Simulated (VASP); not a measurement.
Write the native input for VASP 6.6.1 that does the following.

```
Task                   : single point
Functional             : PBEsol
Potentials or basis    : VASP PAW PBE potentials, release 64 (Cu)
Cutoff                 : 520 eV
k mesh                 : 10 × 10 × 3
Occupations            : methfessel-paxton, width 0.1 eV
Spin                   : no spin polarisation
Dipole correction      : no
Further INCAR settings : ALGO = Normal; EDIFF = 1e-06; NBANDS = 30
```

The structure of Cu lies in POSCAR:

```
Cu
1.0
    2.5307640300      0.0000000000      0.0000000000
   -1.2653820100      2.1917059400      0.0000000000
    0.0000000000      0.0000000000      8.2618150800
Cu
4
Direct
    0.0000000000      0.0000000000      0.0000000000
    0.3333333296      0.6666666697      0.2500000000
    0.0000000000      0.0000000000      0.5000000000
    0.6438533911      0.2877067715      0.7500000000
```

The input as run:

INCAR

```
PREC = Accurate
ENCUT = 520
EDIFF = 1E-6
ISMEAR = 1
SIGMA = 0.1
LREAL = F
LASPH = T
NELM = 60
ALGO = Normal
ISIF = 2
LWAVE = F
LCHARG = F
GGA = PS
NBANDS = 30
```

KPOINTS

```
Automatic mesh
0
Gamma
  10 10 3
```

Potentials or basis: VASP PAW PBE potentials, release 64 (Cu).

Run with:

```sh
$ cat potpaw_PBE.64/Cu/POTCAR > POTCAR
$ mpirun -np 1 vasp_std > vasp.out
```

It gave:

| Quantity | Value |
| --- | --- |
| Pressure | -1.0 GPa |
| Largest force | 0.130 eV/Å |
| Band gap on the k mesh | zero (bands 22 and 23 overlap by 4.85 eV) |

Caveat: the PAW data sets were made with another functional, which shifts forces and pressure a little.

It took 2.3 min on 1 thread of Intel Xeon 8259CL (shared host), peak memory 0.2 GiB.
